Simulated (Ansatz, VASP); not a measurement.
One calculation of Si, two programs

```
CELL_PARAMETERS angstrom
2.62900 0.00000 0.00000
-1.31450 2.27678 0.00000
0.00000 0.00000 4.98760
ATOMIC_POSITIONS crystal
Si 0.01260 0.00100 0.00090
Si 0.98740 0.99900 0.49910
```

Change from the starting cell: all atoms moved at random, sigma 0.05 Å a component.

Alike in both runs: task single point; functional r2SCAN; k mesh 12 × 12 × 8; occupations gaussian, width 0.15 eV; no spin polarisation.

|  | VASP | Ansatz |
| --- | --- | --- |
| version | VASP 6.6.1 | Ansatz 0.2.0 |
| potentials or method | VASP PAW PBE potentials, release 64 (Si), cutoff 550 eV | scalar-relativistic, plane waves, PAW |
| valence electrons in the cell | 8 | 8 |

Ansatz gave:

* gap on the k mesh at the Fermi level (eV): none
* pressure (GPa): 0.0
* traceless stress, the component that is largest in VASP (GPa): 0.64
* rms of the force components (eV/Å): 0.056

Problem. Which values does VASP return?

Solution. gap on the k mesh at the Fermi level (eV): none; pressure (GPa): -0.1; traceless stress, the component that is largest in VASP (GPa): 0.58; rms of the force components (eV/Å): 0.056.

VASP's potentials were made for PBE, not for r2SCAN. Atom by atom the forces differ by 0.000 eV/Å (rms over components). A gap of «none» marks a metal or a gap that the smearing closes.
